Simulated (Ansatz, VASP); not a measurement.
TaN in VASP and in Ansatz

```
Ta N
1.0
     0.00000    2.20811    2.20811
     2.20811    0.00000    2.20811
     2.20811    2.20811    0.00000
Ta N
1 1
Direct
  0.49683 0.50633 0.50317
  0.04092 0.91819 0.95908
```

Change from the starting cell: mode 4 frozen in at -0.271 Å and mode 6 at -0.090 Å (largest displacements).

Alike in both runs: task single point; functional PBE; k mesh 18 × 18 × 18; occupations gaussian, width 0.15 eV; no spin polarisation.

|  | VASP | Ansatz |
| --- | --- | --- |
| version | VASP 6.6.1 | Ansatz 0.2.0 |
| potentials or method | VASP PAW PBE potentials, release 64 (Ta_pv, N), cutoff 520 eV | scalar-relativistic, plane waves, PAW |
| valence electrons in the cell | 16 | 18 |

|  | VASP | Ansatz | Ansatz less VASP |
| --- | --- | --- | --- |
| gap on the k mesh at the Fermi level (eV) | none | none | - |
| pressure (GPa) | 17.0 | 15.8 | -1.20 |
| traceless stress, the component that is largest in VASP (GPa) | 25.76 | 25.14 | -0.617 |
| rms of the force components (eV/Å) | 2.050 | 2.015 | -0.0357 |

Atom by atom the forces differ by 0.036 eV/Å (rms over components). A gap of «none» marks a metal or a gap that the smearing closes. VASP's potentials hold 16 valence electrons a cell and Ansatz's 18, so a difference there can come from the potentials and not from the codes.

Spin-orbit coupling is off throughout.
